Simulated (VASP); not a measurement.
Input of a VASP 6.6.1 run:

INCAR

```
  ALGO = Normal
  EDIFF = 1E-6
  ENCUT = 520
  GGA = PE
  ISIF = 2
  ISMEAR = -1
  LASPH = True
  LCHARG = True
  LELF = True
  LREAL = False
  LVHAR = True
  LWAVE = False
  NBANDS = 20
  NELM = 60
  PREC = Accurate
  SIGMA = 0.06122561905347299
```

Contents of KPOINTS:

```
k-points
0
Gamma
  10 10 10
```

The input POSCAR:

```
Ba2O
1.0
    0.0000000000      3.4841960964      3.4841960964
    3.4841960964      0.0000000000      3.4841960964
    3.4841960964      3.4841960964      0.0000000000
Ba O
2 1
Direct
    0.2500000000      0.2500000000      0.2500000000
    0.7500000000      0.7500000000      0.7500000000
    0.0000000000      0.0000000000      0.0000000000
```

Potentials or basis: VASP PAW PBE potentials, release 64 (Ba_sv, O).

Run with:

```console
$ cat potpaw_PBE.64/Ba_sv/POTCAR potpaw_PBE.64/O/POTCAR > POTCAR
$ mpirun -np 1 vasp_std > vasp.out
```

Q: Estimate the band gap on the k mesh.

A: Zero (bands 13 and 14 overlap by 0.48 eV).

Q: Predict the pressure.

A: -0.6 GPa.

Caveat: spin-orbit coupling is left out, which moves the levels of the heavy elements.
